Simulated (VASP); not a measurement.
Write the native input for VASP 6.6.1 that does the following.

```
Task                   : single point
Functional             : PBEsol
Potentials or basis    : VASP PAW PBE potentials, release 64 (Ga_d, Ni)
Cutoff                 : 520 eV
k mesh                 : 16 × 16 × 16
Occupations            : gaussian, width 0.15 eV
Spin                   : no spin polarisation
Dipole correction      : no
Further INCAR settings : ALGO = Fast; EDIFF = 1e-06; NBANDS = 18
```

The structure of GaNi lies in POSCAR:

```
GaNi
1.0
    3.0303000000      0.0000000000      0.0000000000
    0.0000000000      3.0303000000      0.0000000000
    0.0000000000      0.0000000000      2.8138500000
Ga Ni
1 1
Direct
    0.0000000000      0.0000000000      0.0000000000
    0.5000000000      0.5000000000      0.5000000000
```

This cell differs from its parent crystal: strain +0.050 along x and y, -0.025 along z.

These files were run (other wordings do the same):

INCAR

```
SYSTEM = GaNi
  PREC = Accurate
  ENCUT = 520
  EDIFF = 1E-6
  ISMEAR = 0
  SIGMA = 0.15
  LREAL = .False.
  LASPH = .True.
  NELM = 80
  ALGO = Fast
  ISIF = 2
  LWAVE = .False.
  LCHARG = .False.
  GGA = PS
  NBANDS = 18
```

KPOINTS

```
Automatic mesh
0
Gamma
  16 16 16
  0 0 0
```

Potentials or basis: VASP PAW PBE potentials, release 64 (Ga_d, Ni).

Command:

```bash
$ cat potpaw_PBE.64/Ga_d/POTCAR potpaw_PBE.64/Ni/POTCAR > POTCAR
$ mpirun -np 1 vasp_std > vasp.out
```

Results of the run:

```json
{"Pressure": "-12.0 GPa"}
```

Caveat: the cell differs from its parent crystal (strain +0.050 along x and y, -0.025 along z); the PAW data sets were made with another functional, which shifts forces and pressure a little.

It took 58 s on 1 thread of Intel(R) Xeon(R) 6975P-C (Granite Rapids), on a shared host, peak memory 0.3 GiB.
